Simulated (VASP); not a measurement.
# AlN (I4/mmm) in VASP: further runs

Runs on AlN. Level: PBE. Tasks: single point.

All numbers are computed with VASP 6.6.1; they aren't measurements. Logs are shortened: lines on timing, memory, paths and dates and some standing lists are left out, and cuts for length are marked.

## 1. The cell of the first run

It takes space group I4/mmm (No. 139, tetragonal). Conventional cell: a = 2.791 Å, b = 2.791 Å, c = 4.130 Å, α = 90.00°, β = 90.00°, γ = 90.00°. Within 2.6 Å of Al (site symmetry 4/mmm) lie 6 N at 1.97 to 2.07 Å. N (site symmetry 4/mmm) has 6 Al at 1.97 to 2.07 Å within 2.6 Å.

## 2. Single point, PBE (strain -0.030 along x and y, +0.015 along z)

The input, INCAR:

```
SYSTEM = AlN
ALGO = Normal ; EDIFF = 1E-6
ENCUT = 520 ; GGA = PE
ISIF = 2 ; ISMEAR = 0
LASPH = .TRUE. ; LCHARG = .FALSE.
LREAL = .FALSE. ; LWAVE = .FALSE.
NBANDS = 11 ; NELM = 80
PREC = Accurate ; SIGMA = 0.05
```

The input, KPOINTS:

```
k-points
0
G
  10 10 10
  0 0 0
```

The input, POSCAR:

```
AlN
1.0
    0.0000000000      1.9734824600      2.0650357700
    1.9734824600      0.0000000000      2.0650357700
    1.9734824600      1.9734824600      0.0000000000
Al N
1 1
Direct
    0.5000000000      0.5000000000      0.5000000000
    0.0000000000      0.0000000000      0.0000000000
```

Potentials or basis: VASP PAW PBE potentials, release 64 (Al, N).

The run is started by

```bash
$ cat potpaw_PBE.64/Al/POTCAR potpaw_PBE.64/N/POTCAR > POTCAR
$ mpirun -np 1 vasp_std > vasp.out
```

OUTCAR:

```text
SYSTEM = AlN
   EDIFF = 1E-6
   ENCUT = 520
   GGA = PE
   ISIF = 2
   ISMEAR = 0
   LASPH = .TRUE.
   LREAL = .FALSE.
   NELM = 80
   PREC = Accurate

 ion  position               nearest neighbor table
   1  0.500  0.500  0.500-   2 1.97   2 1.97   2 1.97   2 1.97   2 2.07   2 2.07
   2  0.000  0.000  0.000-   1 1.97   1 1.97   1 1.97   1 1.97   1 2.07   1 2.07

  LATTYP: Found a body centered tetragonal cell.
 ALAT       =     2.7909256600
 C/A-ratio  =     1.4798214081

  Lattice vectors:

 A1 = (  -1.9734824600,   0.0000000000,   2.0650357700)
 A2 = (   1.9734824600,   0.0000000000,   2.0650357700)
 A3 = (   0.0000000000,   1.9734824600,  -2.0650357700)

Analysis of symmetry for initial positions (statically):
=====================================================================
 Subroutine PRICEL returns:
 Original cell was already a primitive cell.

 Routine SETGRP: Setting up the symmetry group for a
 body centered tetragonal supercell.

 Subroutine GETGRP returns: Found 16 space group operations
 (whereof 16 operations were pure point group operations)
 out of a pool of 16 trial point group operations.

The static configuration has the point symmetry D_4h.

Analysis of symmetry for dynamics (positions and initial velocities):
=====================================================================
 Subroutine PRICEL returns:
 Original cell was already a primitive cell.

 Routine SETGRP: Setting up the symmetry group for a
 body centered tetragonal supercell.

 Subroutine GETGRP returns: Found 16 space group operations
 (whereof 16 operations were pure point group operations)
 out of a pool of 16 trial point group operations.

The dynamic configuration has the point symmetry D_4h.

 Subroutine INISYM returns: Found 16 space group operations
 (whereof 16 operations are pure point group operations),
 and found     1 'primitive' translations

----------------------------------------------------------------------------------------

                                     Primitive cell

  volume of cell :      16.0851

  direct lattice vectors                    reciprocal lattice vectors
     0.000000000  1.973482460  2.065035770    -0.253359232  0.253359232  0.242126556
     1.973482460  0.000000000  2.065035770     0.253359232 -0.253359232  0.242126556
     1.973482460  1.973482460  0.000000000     0.253359232  0.253359232 -0.242126556

  length of vectors
     2.856397338  2.856397338  2.790925660     0.432443141  0.432443141  0.432443141

  position of ions in fractional coordinates (direct lattice)
     0.500000000  0.500000000  0.500000000
[... 89 lines left out ...]
   NELECT =       8.0000    total number of electrons
   NUPDOWN=      -1.0000    fix difference up-down
   EMIN   =  10.00;   EMAX   =-10.00  energy-range for DOS
   EFERMI =   0.00;   METHOD = LEGACY
   ISMEAR =     0;   SIGMA  =   0.05  broadening in eV -4-tet -1-fermi 0-gaus
   EFERMI_NEDOS =   21; number of points for ismear=-14 and -15
   IALGO  =     38    algorithm
   IMIX   =      4    mixing-type and parameters
     AMIX     =   0.40;   BMIX     =  1.00
     AMIX_MAG =   1.60;   BMIX_MAG =  1.00
  volume/ion in A,a.u.               =       8.04        54.27
  Fermi-wavevector in a.u.,A,eV,Ry     =   1.297070  2.451107 22.890318  1.682391
  Thomas-Fermi vector in A             =   2.428486
   LORBIT       =      0    0 simple, 1 ext, 2 COOP (PROOUT), +10 PAW based schemes
   GGA     = PE    functional components
   LHFCALC =     F    Hartree Fock is set to
   AEXX    =    0.0000 exact exchange contribution
   IVDW    =     0    specifies the selected vdW correction
   LEPSILON=     F    determine dielectric tensor
   LRPA    =     F    only Hartree local field effects (RPA)
 non-spin polarized calculation
 Gauss-broadening in eV      SIGMA  =   0.05
  energy-cutoff  :      520.00
  volume of cell :       16.09
 maximum number of plane-waves:       452
 NGX is ok and might be reduce to    24
   NGX = 11   NGY = 11   NGZ = 11

 number of electron       7.9999999 magnetization

 Free energy of the ion-electron system (eV)
  ---------------------------------------------------
  ext. energy  EPLUGINS =         0.00000000
  ---------------------------------------------------
  free energy    TOTEN  =       -14.49402018 eV

  energy without entropy =      -14.49402018  energy(sigma->0) =      -14.49402018

 E-fermi :  10.7199     XC(G=0): -12.4088

 val. band max:       10.5056890824   @ k =   0.0000   0.0000   0.0000
 cond. band min:      15.0576453888   @ k =   0.5000   0.0000   0.5000
 fundamental gap:      4.5519563064
 Fermi energy:        10.7198852398

 k-point     1 :       0.0000    0.0000    0.0000
  band No.  band energies     occupation
      1      -7.4900      2.00000
      2      10.2077      2.00000
      3      10.2077      2.00000
      4      10.5057      2.00000
      5      16.3442      0.00000
      6      22.1782      0.00000
      7      22.8017      0.00000
      8      22.8017      0.00000
      9      27.6079      0.00000
     10      27.8141      0.00000
     11      28.3441      0.00000
[... 309 lines left out ...]
 k-point    24 :       0.4000    0.3000    0.0000
  band No.  band energies     occupation
      1      -4.5659      2.00000
      2       4.3129      2.00000
      3       7.5267      2.00000
      4       8.1520      2.00000
      5      16.8395      0.00000
      6      17.5949      0.00000
      7      22.5335      0.00000
      8      26.6393      0.00000
      9      27.3351      0.00000
     10      32.7112      0.00000
     11      35.3172      0.00000

 [... further k-points ...]

------------------------ aborting loop because EDIFF is reached ----------------------------------------

  FORCE on cell =-STRESS in cart. coord.  units (eV):
  Direction    XX          YY          ZZ          XY          YZ          ZX
  --------------------------------------------------------------------------------------
  -------------------------------------------------------------------------------------
  Total        1.8685716      1.8685716      0.4166826      0.0000000      0.0000000      0.0000000
  in kB      186.1213610    186.1213610     41.5041808      0.0000000      0.0000000      0.0000000
  external PRESSURE =     137.9156343 kB  Pullay stress =       0.0000000 kB

 VOLUME and BASIS-vectors are now :
 -----------------------------------------------------------------------------
  energy-cutoff  :      520.00
  volume of cell :       16.09
      direct lattice vectors                 reciprocal lattice vectors
     0.000000000  1.973482460  2.065035770    -0.253359232  0.253359232  0.242126556
     1.973482460  0.000000000  2.065035770     0.253359232 -0.253359232  0.242126556
     1.973482460  1.973482460  0.000000000     0.253359232  0.253359232 -0.242126556

 POSITION                                       TOTAL-FORCE (eV/Angst)
 -----------------------------------------------------------------------------------
      1.97348      1.97348      2.06504         0.000000     -0.000000      0.000000
      0.00000      0.00000      0.00000         0.000000      0.000000      0.000000
 -----------------------------------------------------------------------------------
    total drift:                                0.000000     -0.000000     -0.000000

  FREE ENERGIE OF THE ION-ELECTRON SYSTEM (eV)
  ---------------------------------------------------
  free  energy   TOTEN  =       -14.4940201832 eV

  energy  without entropy=      -14.4940201832  energy(sigma->0) =      -14.49402018
```

OSZICAR:

```text
N       E                     dE             d eps       ncg     rms          rms(c)
DAV:   1     0.684414178787E+01    0.68441E+01   -0.40067E+03  2316   0.668E+02
DAV:   2    -0.156644017477E+02   -0.22509E+02   -0.21588E+02  2802   0.127E+02
DAV:   3    -0.162803469726E+02   -0.61595E+00   -0.61449E+00  2720   0.180E+01
DAV:   4    -0.162823055128E+02   -0.19585E-02   -0.19584E-02  2499   0.111E+00
DAV:   5    -0.162823193731E+02   -0.13860E-04   -0.13860E-04  2685   0.971E-02    0.775E+00
DAV:   6    -0.145181612708E+02    0.17642E+01   -0.73885E+00  2481   0.146E+01    0.276E+00
DAV:   7    -0.144998350062E+02    0.18326E-01   -0.20367E-01  2511   0.324E+00    0.182E+00
DAV:   8    -0.144943437310E+02    0.54913E-02   -0.15817E-02  2409   0.109E+00    0.348E-01
DAV:   9    -0.144939710258E+02    0.37271E-03   -0.15129E-03  2580   0.237E-01    0.155E-01
DAV:  10    -0.144940265467E+02   -0.55521E-04   -0.14422E-04  2522   0.869E-02    0.441E-02
DAV:  11    -0.144940203809E+02    0.61659E-05   -0.21551E-05  2634   0.266E-02    0.652E-03
DAV:  12    -0.144940201832E+02    0.19770E-06   -0.53021E-07  1335   0.655E-03
   1 F= -.14494020E+02 E0= -.14494020E+02  d E =-.302151E-12
```

stdout:

```text
POSCAR found type information on POSCAR AlN
 POSCAR found :  2 types and       2 ions
 scaLAPACK will be used
 LDA part: xc-table for (Slater+PW92), standard interpolation
 POSCAR, INCAR and KPOINTS ok, starting setup
 FFT: planning ... GRIDC
 FFT: planning ... GRID_SOFT
 FFT: planning ... GRID
 WAVECAR not read
 entering main loop
```

Wall time 8.3 s (1 thread of AMD EPYC 9R45 (Zen 5), shared host); peak memory 0.11 GiB.

Results:

```
Free energy            : -14.4940 eV
Pressure               : 13.8 GPa
Band gap on the k mesh : 4.55 eV, indirect (least direct gap 5.84 eV)
```

Caveat: the cell differs from its parent crystal (strain -0.030 along x and y, +0.015 along z).

## 3. Single point, PBE (strain -0.015 along x and y, +0.000 along z)

The input, INCAR:

```
SYSTEM = AlN
ALGO     = Normal         ! electronic algorithm
EDIFF    = 1E-6           ! SCF threshold, eV
ENCUT    = 520            ! plane-wave cutoff, eV
GGA      = PE             ! functional
ISIF     = 2              ! what is computed and relaxed
ISMEAR   = 0              ! smearing method
LASPH    = .True.         ! aspherical terms in the spheres
LCHARG   = .False.        ! write CHGCAR
LREAL    = .False.        ! projectors in reciprocal space
LWAVE    = .False.        ! write WAVECAR
NBANDS   = 11             ! bands
NELM     = 80             ! most SCF steps
PREC     = Accurate       ! precision mode
SIGMA    = 0.05           ! smearing width, eV
```

The input, KPOINTS:

```
k-points
0
Gamma
  10 10 10
  0 0 0
```

The input, POSCAR:

```
AlN
1.0
    0.0000000000      2.0040002300      2.0345180000
    2.0040002300      0.0000000000      2.0345180000
    2.0040002300      2.0040002300      0.0000000000
Al N
1 1
Direct
    0.5000000000      0.5000000000      0.5000000000
    0.0000000000      0.0000000000      0.0000000000
```

Potentials or basis: VASP PAW PBE potentials, release 64 (Al, N).

The run is started by

```bash
$ cat potpaw_PBE.64/Al/POTCAR potpaw_PBE.64/N/POTCAR > POTCAR
$ mpirun -np 1 vasp_std > vasp.out
```

OUTCAR:

```text
SYSTEM = AlN
   EDIFF = 1E-6
   ENCUT = 520
   GGA = PE
   ISIF = 2
   ISMEAR = 0
   LASPH = .True.
   LREAL = .False.
   NELM = 80
   PREC = Accurate

 ion  position               nearest neighbor table
   1  0.500  0.500  0.500-   2 2.00   2 2.00   2 2.00   2 2.00   2 2.03   2 2.03
   2  0.000  0.000  0.000-   1 2.00   1 2.00   1 2.00   1 2.00   1 2.03   1 2.03

  LATTYP: Found a body centered tetragonal cell.
 ALAT       =     2.8340843043
 C/A-ratio  =     1.4357498095

  Lattice vectors:

 A1 = (  -2.0040002300,   0.0000000000,   2.0345180000)
[... 516 lines left out ...]
      8      25.9802      0.00000
      9      26.7258      0.00000
     10      32.1544      0.00000
     11      35.0039      0.00000

 [... further k-points ...]
[... 5 lines left out ...]
  --------------------------------------------------------------------------------------
  -------------------------------------------------------------------------------------
  Total        0.9929111      0.9929111      0.5278045      0.0000000     -0.0000000      0.0000000
  in kB       97.3495342     97.3495342     51.7483585      0.0000000     -0.0000000      0.0000000
  external PRESSURE =      82.1491423 kB  Pullay stress =       0.0000000 kB

 VOLUME and BASIS-vectors are now :
 -----------------------------------------------------------------------------
  energy-cutoff  :      520.00
  volume of cell :       16.34
      direct lattice vectors                 reciprocal lattice vectors
     0.000000000  2.004000230  2.034518000    -0.249500969  0.249500969  0.245758455
     2.004000230  0.000000000  2.034518000     0.249500969 -0.249500969  0.245758455
     2.004000230  2.004000230  0.000000000     0.249500969  0.249500969 -0.245758455

 POSITION                                       TOTAL-FORCE (eV/Angst)
 -----------------------------------------------------------------------------------
      2.00400      2.00400      2.03452         0.000000      0.000000      0.000000
      0.00000      0.00000      0.00000        -0.000000      0.000000      0.000000
 -----------------------------------------------------------------------------------
    total drift:                                0.000000     -0.000000     -0.000000

  FREE ENERGIE OF THE ION-ELECTRON SYSTEM (eV)
  ---------------------------------------------------
  free  energy   TOTEN  =       -14.5308040581 eV

  energy  without entropy=      -14.5308040581  energy(sigma->0) =      -14.53080406
```

It took 8.6 s on 1 thread of AMD EPYC 9R45 (Zen 5), shared host; peak memory 0.1 GiB.

What came out:

```
Free energy            : -14.5308 eV
Pressure               : 8.2 GPa
Band gap on the k mesh : 4.60 eV, indirect (least direct gap 5.77 eV)
```

Levels at points of the mesh, in eV from the valence-band top:
| k point | band 2 | band 3 | band 4 | band 5 | band 6 | band 7 |
| --- | --- | --- | --- | --- | --- | --- |
| (0.00, 0.00, 0.00) | -0.11 | -0.11 | 0.00 | 5.77 | 12.00 | 12.20 |
| (0.50, 0.00, 0.00) | -8.44 | -1.20 | -1.14 | 6.13 | 10.86 | 11.20 |
| (0.50, 0.50, 0.00) | -7.57 | -2.82 | -2.82 | 4.75 | 5.31 | 13.99 |
| (0.50, 0.00, 0.50) | -7.50 | -3.03 | -2.84 | 4.60 | 5.17 | 14.18 |

Caveat: the cell differs from its parent crystal (strain -0.015 along x and y, +0.000 along z).

## 4. Single point, PBE (strain -0.015 along x and y, +0.030 along z)

The input, INCAR:

```
SYSTEM = AlN
PREC = Accurate
ENCUT = 520
EDIFF = 1E-6
ISMEAR = 0
SIGMA = 0.05
LREAL = .False.
LASPH = .True.
NELM = 80
ALGO = Normal
ISIF = 2
LWAVE = .False.
LCHARG = .False.
GGA = PE
NBANDS = 11
```

The input, KPOINTS:

```
regular mesh
0
Gamma
  10 10 10
  0 0 0
```

The input, POSCAR:

```
AlN
1.0
    0.0000000000      2.0040002300      2.0955535400
    2.0040002300      0.0000000000      2.0955535400
    2.0040002300      2.0040002300      0.0000000000
Al N
1 1
Direct
    0.5000000000      0.5000000000      0.5000000000
    0.0000000000      0.0000000000      0.0000000000
```

The run is started by

```bash
$ cat potpaw_PBE.64/Al/POTCAR potpaw_PBE.64/N/POTCAR > POTCAR
$ mpirun -np 1 vasp_std > vasp.out
```

It took 8.7 s on 1 thread of AMD EPYC 9R45 (Zen 5), shared host; peak memory 0.11 GiB.

Results (log left out):

```
Free energy            : -14.5287 eV
Pressure               : 1.1 GPa
Band gap on the k mesh : 4.12 eV, indirect (least direct gap 5.19 eV)
```

Stress tensor (GPa, compression positive):
```
 4.67  0.00  0.00
 0.00  4.67  0.00
 0.00  0.00 -6.09
```

Levels at points of the mesh, in eV from the valence-band top:
```
           k point  band 2  band 3  band 4  band 5  band 6  band 7
(0.00, 0.00, 0.00)   -0.30   -0.30    0.00    5.19   11.54   12.14
(0.50, 0.00, 0.00)   -8.38   -1.34   -1.16    5.76   10.29   11.17
(0.50, 0.50, 0.00)   -7.57   -2.73   -2.73    4.56    5.43   13.24
(0.50, 0.00, 0.50)   -7.39   -3.33   -2.76    4.12    5.02   13.81
```

Caveat: the cell differs from its parent crystal (strain -0.015 along x and y, +0.030 along z).

## 5. Summary

| cell | gap on the mesh (eV) | pressure (GPa) |
| --- | --- | --- |
| a = 2.856, b = 2.856, c = 2.791 Å, angles 60.8, 60.8, 58.5°, 2 atoms | 4.55 | 13.8 |
| a = 2.856, b = 2.856, c = 2.834 Å, angles 60.3, 60.3, 59.5°, 2 atoms | 4.60 | 8.2 |
| a = 2.900, b = 2.900, c = 2.834 Å, angles 60.7, 60.7, 58.5°, 2 atoms | 4.12 | 1.1 |

Alike in all rows: task single point; level PBE; potentials or basis VASP PAW PBE potentials, release 64 (Al, N); no spin polarisation; k mesh 10 × 10 × 10; cutoff (eV) 520; smearing gaussian 0.05 eV.

Absolute energies hang on the potentials; compare differences alone.
